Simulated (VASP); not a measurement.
# Si (P-1) in VASP: notebook

Runs on Si. Level: r2SCAN. Tasks: single point.

All numbers are computed with VASP 6.6.1; they aren't measurements. Logs are shortened: lines on timing, memory, paths and dates and some standing lists are left out, and cuts for length are marked.

### Step 1. The cell of the first run

The typed cell holds 6 atoms: a = 3.840 Å, b = 3.840 Å, c = 9.414 Å, α = 88.83°, β = 87.66°, γ = 60.00°.

### Step 2. Single point, r2SCAN (the part above a cut slid along it)

POSCAR reads:

```
Si
1.0
    2.7154700000     -2.7154700000      0.0000000000
    2.7154700000      0.0000000000     -2.7154700000
    5.7024870000      5.1593930000      5.4309400000
Si
6
Direct
    0.6125033333      0.6666666667      0.5416333333
    0.9791700000      0.0000000000      0.2083000000
    0.2458366667      0.3333333333      0.8749666667
    0.5875033333      0.6666666667      0.7916333333
    0.9541700000      1.0000000000      0.4583000000
    0.3208366667      0.3333333333      0.1249666667
```

INCAR.step1 reads:

```
SYSTEM = Si
PREC = Accurate
ENCUT = 520
ISMEAR = 0
SIGMA = 0.05
LREAL = .False.
LASPH = .True.
NELM = 80
NBANDS = 21
GGA = PE
ALGO = Normal
EDIFF = 1E-4
LWAVE = .True.
LCHARG = .False.
```

INCAR.step2 reads:

```
SYSTEM = Si
PREC = Accurate
ENCUT = 520
EDIFF = 1E-6
ISMEAR = 0
SIGMA = 0.05
LREAL = .False.
LASPH = .True.
NELM = 80
ALGO = Normal
ISIF = 2
LWAVE = .False.
LCHARG = .False.
METAGGA = R2SCAN
LMIXTAU = .True.
NBANDS = 21
ISTART = 1
```

KPOINTS reads:

```
regular mesh
0
Gamma
  8 8 3
  0 0 0
```

Potentials or basis: VASP PAW PBE potentials, release 64 (Si).

Started as:

```
> cat potpaw_PBE.64/Si/POTCAR > POTCAR
> cp INCAR.step1 INCAR
> mpirun -np 1 vasp_std > vasp.out
> cp INCAR.step2 INCAR
> mpirun -np 1 vasp_std > vasp.out
```

OUTCAR:

```text
SYSTEM = Si
   PREC = Accurate
   ENCUT = 520
   EDIFF = 1E-6
   ISMEAR = 0
   LREAL = .False.
   LASPH = .True.
   NELM = 80
   ISIF = 2
   METAGGA = R2SCAN
   ISTART = 1

 ion  position               nearest neighbor table
   1  0.613  0.667  0.542-   5 2.35   5 2.35   4 2.35   5 2.35
   2  0.979  0.000  0.208-   6 2.35   6 2.35   5 2.35   6 2.35
   3  0.246  0.333  0.875-   4 2.35   4 2.35   4 2.35   6 2.38
   4  0.588  0.667  0.792-   3 2.35   1 2.35   3 2.35   3 2.35
   5  0.954  0.000  0.458-   1 2.35   1 2.35   2 2.35   1 2.35
   6  0.321  0.333  0.125-   2 2.35   2 2.35   2 2.35   3 2.38

  LATTYP: Found a base centered monoclinic cell.
 ALAT       =     3.8402545022
 B/A-ratio  =     1.7320508076
 C/A-ratio  =     2.4515301344
 COS(beta)  =    -0.0407908508

  Lattice vectors:

 A1 = (   0.0000000000,   2.7154700000,  -2.7154700000)
 A2 = (  -2.7154700000,   0.0000000000,   2.7154700000)
 A3 = (   5.7024870000,   5.1593930000,   5.4309400000)

Analysis of symmetry for initial positions (statically):
=====================================================================
 Subroutine PRICEL returns:
 Original cell was already a primitive cell.

 Routine SETGRP: Setting up the symmetry group for a
 base centered monoclinic supercell.

 Subroutine GETGRP returns: Found  2 space group operations
 (whereof  1 operations were pure point group operations)
 out of a pool of  4 trial point group operations.

The static configuration has the point symmetry C_1 .
 The point group associated with its full space group is S_2 .

Analysis of symmetry for dynamics (positions and initial velocities):
=====================================================================
 Subroutine PRICEL returns:
 Original cell was already a primitive cell.

 Routine SETGRP: Setting up the symmetry group for a
 base centered monoclinic supercell.

 Subroutine GETGRP returns: Found  2 space group operations
 (whereof  1 operations were pure point group operations)
 out of a pool of  4 trial point group operations.

The dynamic configuration has the point symmetry C_1 .
 The point group associated with its full space group is S_2 .

 Subroutine INISYM returns: Found  2 space group operations
 (whereof  1 operations are pure point group operations),
 and found     1 'primitive' translations

----------------------------------------------------------------------------------------

                                     Primitive cell

[... 102 lines left out ...]
   IBRION =     -1    ionic relax: 0-MD 1-quasi-New 2-CG
   NFREE  =      0    steps in history (QN), initial steepest desc. (CG)
   ISIF   =      2    stress and relaxation
   ISYM   =      2    0-nonsym 1-usesym 2-fastsym
   POTIM  = 0.5000    time-step for ionic-motion
   TEBEG  =    0.0;   TEEND  =   0.0 temperature during run
   PSTRESS=    0.0 pullay stress
   NELECT =      24.0000    total number of electrons
   NUPDOWN=      -1.0000    fix difference up-down
   EMIN   =  10.00;   EMAX   =-10.00  energy-range for DOS
   EFERMI =   0.00;   METHOD = LEGACY
   ISMEAR =     0;   SIGMA  =   0.05  broadening in eV -4-tet -1-fermi 0-gaus
   EFERMI_NEDOS =   21; number of points for ismear=-14 and -15
   IALGO  =     38    algorithm
   IMIX   =      4    mixing-type and parameters
     AMIX     =   0.40;   BMIX     =  1.00
     AMIX_MAG =   1.60;   BMIX_MAG =  1.00
  volume/ion in A,a.u.               =      20.02       135.12
  Fermi-wavevector in a.u.,A,eV,Ry     =   0.957010  1.808487 12.461143  0.915868
  Thomas-Fermi vector in A             =   2.085990
   LORBIT       =      0    0 simple, 1 ext, 2 COOP (PROOUT), +10 PAW based schemes
   METAGGA = R2SCAN    functional components
   LHFCALC =     F    Hartree Fock is set to
   AEXX    =    0.0000 exact exchange contribution
   IVDW    =     0    specifies the selected vdW correction
   LEPSILON=     F    determine dielectric tensor
   LRPA    =     F    only Hartree local field effects (RPA)
 non-spin polarized calculation
 Gauss-broadening in eV      SIGMA  =   0.05
  energy-cutoff  :      520.00
  volume of cell :      120.14
 maximum number of plane-waves:      3261
 NGX is ok and might be reduce to    30
   NGX = 15   NGY = 15   NGZ = 35

 number of electron      24.0000000 magnetization

 Free energy of the ion-electron system (eV)
  ---------------------------------------------------
  ext. energy  EPLUGINS =         0.00000000
  ---------------------------------------------------
  free energy    TOTEN  =       -52.55650981 eV

  energy without entropy =      -52.55650981  energy(sigma->0) =      -52.55650981

 E-fermi :   6.1522     XC(G=0):  -9.8588

 val. band max:        5.9730324184   @ k =   0.0000   0.0000   0.0000
 cond. band min:       6.3312656398   @ k =   0.5000   0.0000   0.0000
 fundamental gap:      0.3582332214
 Fermi energy:         6.1521734199

 k-point     1 :       0.0000    0.0000    0.0000
  band No.  band energies     occupation
      1      -6.7820      2.00000
      2      -5.3432      2.00000
      3      -5.3274      2.00000
      4       0.1891      2.00000
      5       0.2342      2.00000
      6       4.6291      2.00000
[... 565 lines left out ...]
     20      12.7804      0.00000
     21      12.8059      0.00000

 [... further k-points ...]

------------------------ aborting loop because EDIFF is reached ----------------------------------------

  FORCE on cell =-STRESS in cart. coord.  units (eV):
  Direction    XX          YY          ZZ          XY          YZ          ZX
  --------------------------------------------------------------------------------------
  -------------------------------------------------------------------------------------
  Total       -1.2424829      1.4854515      0.3795286     -0.0302242      0.6367976     -0.8103429
  in kB      -16.5697028     19.8099230      5.0613787     -0.4030687      8.4923078    -10.8067009
  external PRESSURE =       2.7671996 kB  Pullay stress =       0.0000000 kB

 VOLUME and BASIS-vectors are now :
 -----------------------------------------------------------------------------
  energy-cutoff  :      520.00
  volume of cell :      120.14
      direct lattice vectors                 reciprocal lattice vectors
     2.715470000 -2.715470000  0.000000000     0.116615785 -0.251644589  0.116615785
     2.715470000  0.000000000 -2.715470000     0.122753458  0.122753458 -0.245506917
     5.702487000  5.159393000  5.430940000     0.061376729  0.061376729  0.061376729

 POSITION                                       TOTAL-FORCE (eV/Angst)
 -----------------------------------------------------------------------------------
      6.56220      1.13126      1.13126         0.079667     -0.085012     -0.009036
      3.84673     -1.58421      1.13126         0.074488     -0.072136      0.020247
      6.56220      3.84673      3.84673         0.418263     -0.226559      0.108647
      7.91994      2.48900      2.48900        -0.074488      0.072136     -0.020247
      5.20447     -0.22647      2.48900        -0.079667      0.085012      0.009036
      2.48900     -0.22647     -0.22647        -0.418263      0.226559     -0.108647
 -----------------------------------------------------------------------------------
    total drift:                               -0.000010     -0.000012     -0.000011

  FREE ENERGIE OF THE ION-ELECTRON SYSTEM (eV)
  ---------------------------------------------------
  free  energy   TOTEN  =       -52.5565098081 eV

  energy  without entropy=      -52.5565098073  energy(sigma->0) =      -52.55650981
```

OSZICAR.step1:

```text
N       E                     dE             d eps       ncg     rms          rms(c)
DAV:   1     0.468995265064E+02    0.46900E+02   -0.93330E+03  4116   0.941E+02
DAV:   2    -0.294908555829E+02   -0.76390E+02   -0.72913E+02  5148   0.140E+02
DAV:   3    -0.329491019801E+02   -0.34582E+01   -0.34351E+01  5466   0.274E+01
DAV:   4    -0.329912753606E+02   -0.42173E-01   -0.42118E-01  5368   0.374E+00
DAV:   5    -0.329919284573E+02   -0.65310E-03   -0.65305E-03  5368   0.449E-01    0.843E+00
DAV:   6    -0.326160666308E+02    0.37586E+00   -0.18393E-01  4829   0.175E+00    0.515E+00
DAV:   7    -0.324473775757E+02    0.16869E+00   -0.39116E-01  4748   0.266E+00    0.307E-01
DAV:   8    -0.324495745954E+02   -0.21970E-02   -0.23531E-02  4931   0.719E-01    0.138E-01
DAV:   9    -0.324503149442E+02   -0.74035E-03   -0.10094E-03  5406   0.174E-01    0.962E-02
DAV:  10    -0.324504554823E+02   -0.14054E-03   -0.12760E-04  4114   0.535E-02    0.290E-02
DAV:  11    -0.324505034522E+02   -0.47970E-04   -0.60182E-05  3554   0.431E-02
   1 F= -.32450503E+02 E0= -.32450498E+02  d E =-.111897E-04
```

Run time: 16 min. Hardware: 1 thread of Oxide Virtual Turin-like, shared host; peak memory 0.32 GiB.

What came out:

| Item | Value |
| --- | --- |
| Free energy | -52.5565 eV |
| Pressure | 0.3 GPa |
| Largest force | 0.488 eV/Å |
| Band gap on the k mesh | 0.36 eV (least direct gap 1.54 eV) |

Forces on the atoms (eV/Å):
```
Si   0.080 -0.085 -0.009
Si   0.074 -0.072  0.020
Si   0.418 -0.227  0.109
Si  -0.074  0.072 -0.020
Si  -0.080  0.085  0.009
Si  -0.418  0.227 -0.109
```

Levels at points of the mesh, in eV from the valence-band top:
```
           k point  band 9  band 10  band 11  band 12  band 13  band 14  band 15  band 16
(0.00, 0.00, 0.00)   -1.19    -0.44    -0.25     0.00     1.87     1.89     2.41     2.53
(0.50, 0.00, 0.00)   -2.96    -2.88    -2.10    -2.09     0.36     0.71     2.04     2.13
(0.50, 0.50, 0.00)   -3.23    -2.91    -2.13    -2.10     0.68     0.96     2.03     2.05
(0.00, 0.50, 0.00)   -3.12    -3.11    -2.10    -2.08     0.68     0.72     1.96     2.09
```

Caveat: the cell differs from its parent crystal (the part above a cut slid along it); semilocal functionals underestimate gaps, and a narrow one can read as zero; the PAW data sets were made with another functional, which shifts forces and pressure a little.

### Step 3. Single point, r2SCAN (the part above a cut slid along it)

POSCAR reads:

```
Si
1.0
    2.7154700000     -2.7154700000      0.0000000000
    2.7154700000      0.0000000000     -2.7154700000
    6.2455810000      4.6162990000      5.4309400000
Si
6
Direct
    0.5041766667      0.6666666667      0.5416333333
    0.9375100000      0.0000000000      0.2083000000
    0.0708433333      0.3333333333      0.8749666667
    0.4291766667      0.6666666667      0.7916333333
    0.8625100000      1.0000000000      0.4583000000
    0.2958433333      0.3333333333      0.1249666667
```

INCAR.step1 reads:

```
SYSTEM = Si
PREC = Accurate ; ENCUT = 520
ISMEAR = 0 ; SIGMA = 0.05
LREAL = .False. ; LASPH = .True.
NELM = 60 ; NBANDS = 21
GGA = PE ; ALGO = Normal
EDIFF = 1E-4 ; LWAVE = .True.
LCHARG = .False.
```

INCAR.step2 reads:

```
SYSTEM = Si
PREC = Accurate ; ENCUT = 520
EDIFF = 1E-6 ; ISMEAR = 0
SIGMA = 0.05 ; LREAL = .False.
LASPH = .True. ; NELM = 60
ALGO = Normal ; ISIF = 2
LWAVE = .False. ; LCHARG = .True.
METAGGA = R2SCAN ; LMIXTAU = .True.
LELF = .True. ; LVHAR = .True.
NBANDS = 21 ; ISTART = 1
```

KPOINTS is that of step 2.

Potentials or basis: VASP PAW PBE potentials, release 64 (Si).

Started as:

```
> cat potpaw_PBE.64/Si/POTCAR > POTCAR
> cp INCAR.step1 INCAR
> mpirun -np 1 vasp_std > vasp.out
> cp INCAR.step2 INCAR
> mpirun -np 1 vasp_std > vasp.out
```

Wall time 17 min (1 thread of Oxide Virtual Turin-like, shared host); peak memory 0.32 GiB.

Results (log left out):

```yaml
Free_energy: -51.8436 eV
Pressure: -0.8 GPa
Largest_force: 1.337 eV/Å
Band_gap_on_the_k_mesh: zero (bands 12 and 13 overlap by 0.76 eV)
```

Forces on the atoms (eV/Å):
```
Si   0.093 -0.200 -0.109
Si   0.074 -0.157  0.074
Si   1.168 -0.504  0.413
Si  -0.074  0.157 -0.074
Si  -0.093  0.200  0.109
Si  -1.168  0.504 -0.413
```

Stress tensor (GPa, compression positive):
```
-6.04  0.39 -2.31
 0.39  2.75  2.35
-2.31  2.35  1.03
```

Levels at points of the mesh, in eV from the Fermi level:
```csv
k point,band 8,band 9,band 10,band 11,band 12,band 13,band 14,band 15,band 16,band 17
"(0.00, 0.00, 0.00)",-1.25,-0.91,-0.65,-0.34,0.30,1.79,2.20,2.22,2.58,2.78
"(0.50, 0.00, 0.00)",-3.16,-2.67,-2.57,-2.02,-1.72,-0.47,0.83,1.81,2.27,4.18
"(0.50, 0.50, 0.00)",-3.57,-3.15,-2.44,-2.01,-1.83,0.75,1.30,1.93,2.01,2.30
"(0.00, 0.50, 0.00)",-3.12,-3.08,-3.01,-2.10,-1.83,0.55,1.00,1.31,2.20,3.57
```

Caveat: the cell differs from its parent crystal (the part above a cut slid along it); the stress differs along the axes, from -6 to 3 GPa; semilocal functionals underestimate gaps, and a narrow one can read as zero; the PAW data sets were made with another functional, which shifts forces and pressure a little.
